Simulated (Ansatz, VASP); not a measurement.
## Se in VASP and in Ansatz

File INCAR:

```
ALGO = Normal
EDIFF = 1E-6
EDIFFG = -0.01
ENCUT = 600
GGA = PS
IBRION = 2
ISIF = 3
ISMEAR = -1
LASPH = T
LCHARG = F
LREAL = F
LWAVE = F
NELM = 80
NSW = 80
PREC = Accurate
SIGMA = 0.1
```

Contents of KPOINTS:

```
k-points
0
Gamma
  12 12 6
```

The input POSCAR:

```
Se
1.0
    3.1360302227      0.0000000000      0.0000000000
   -1.5680151114      2.7158818399      0.0000000000
    0.0000000000      0.0000000000      5.1211373537
Se
2
Direct
    0.3333333333      0.6666666667      0.2500000000
    0.6666666667      0.3333333333      0.7500000000
```

Input for Ansatz:

```yaml
crystal:
  lattice:
    - [3.1360302227, 0.0, 0.0]
    - [-1.5680151114, 2.7158818399, 0.0]
    - [0.0, 0.0, 5.1211373537]
  atoms:
    - { symbol: Se, position: [0.3333333333, 0.6666666667, 0.25] }
    - { symbol: Se, position: [0.6666666667, 0.3333333333, 0.75] }
hamiltonian:
  xc: pbesol
  pseudopotentials:
    kind: paw
    azcp:
      Se: "pseudopotentials/Se.paw.azcp"
basis:
  ecutwfc: 420
  fft_grid_basis: typed
kpoints:
  mp_grid: { grid: [12, 12, 6], shift: [0, 0, 0] }
magnetization:
  spin_polarized: false
scf:
  occupations: { method: fermi_dirac, width: 0.1 }
relax:
  max_steps: 60
  f_tol: 0.01
  cell: {}
```

Alike in both runs: task relaxation of cell and atoms; functional PBEsol; k mesh 12 × 12 × 6; occupations fermi-dirac, width 0.1 eV; no spin polarisation.

|  | VASP | Ansatz |
| --- | --- | --- |
| version | VASP 6.6.1 | Ansatz 0.2.0 |
| potentials or method | VASP PAW PBE potentials, release 64 (Se), cutoff 600 eV | plane waves (420 eV) with PAW, scalar-relativistic |
| valence electrons in the cell | 12 | 32 |

```csv
,VASP,Ansatz,Ansatz less VASP
relaxed volume (Å³/atom),21.03,21.02,-0.011
relaxed cell length with the largest relative difference (Å),3.831,3.829,-0.0014
```

VASP's potentials were made for PBE, not for PBEsol, and Ansatz warns of the same on its side. VASP's potentials hold 12 valence electrons a cell and Ansatz's 32, so a difference there can come from the potentials and not from the codes.
